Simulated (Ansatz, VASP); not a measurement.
# TiSi2 in VASP and in Ansatz

```
CELL_PARAMETERS angstrom
1.76511 -6.75928 0.00000
1.76511 6.75928 0.00000
0.00000 0.00000 3.56517
ATOMIC_POSITIONS crystal
Ti 0.10312 0.89688 0.25000
Ti 0.89688 0.10312 0.75000
Si 0.75031 0.24969 0.25000
Si 0.24969 0.75031 0.75000
Si 0.44175 0.55825 0.25000
Si 0.55825 0.44175 0.75000
```

Alike in both runs: task single point; functional PBEsol; k mesh 5 × 5 × 5; occupations fermi-dirac, width 0.03 eV; no spin polarisation.

|  | VASP | Ansatz |
| --- | --- | --- |
| version | VASP 6.6.1 | Ansatz 0.2.0 |
| potentials or method | VASP PAW PBE potentials, release 64 (Ti_sv, Si), cutoff 500 eV | all-electron LAPW, scalar-relativistic |

Ansatz gave:

| Property | Result |
| --- | --- |
| gap on the k mesh at the Fermi level (eV) | none |
| pressure (GPa) | -2.1 |
| traceless stress, the component that is largest in VASP (GPa) | -0.87 |
| rms of the force components (eV/Å) | 0.070 |

Q: Which values does VASP return?

A: gap on the k mesh at the Fermi level (eV): none; pressure (GPa): -2.1; traceless stress, the component that is largest in VASP (GPa): -0.92; rms of the force components (eV/Å): 0.071.

VASP's potentials were made for PBE, not for PBEsol. Atom by atom the forces differ by 0.001 eV/Å (rms over components). A gap of «none» marks a metal or a gap that the smearing closes. Ansatz ran all-electron here, and VASP with PAW potentials.

The k mesh is coarse, so the values compare programs but aren't converged. Noted on Ansatz's run: the k mesh is thin for a metal, which can move the energy by tens of meV per atom.
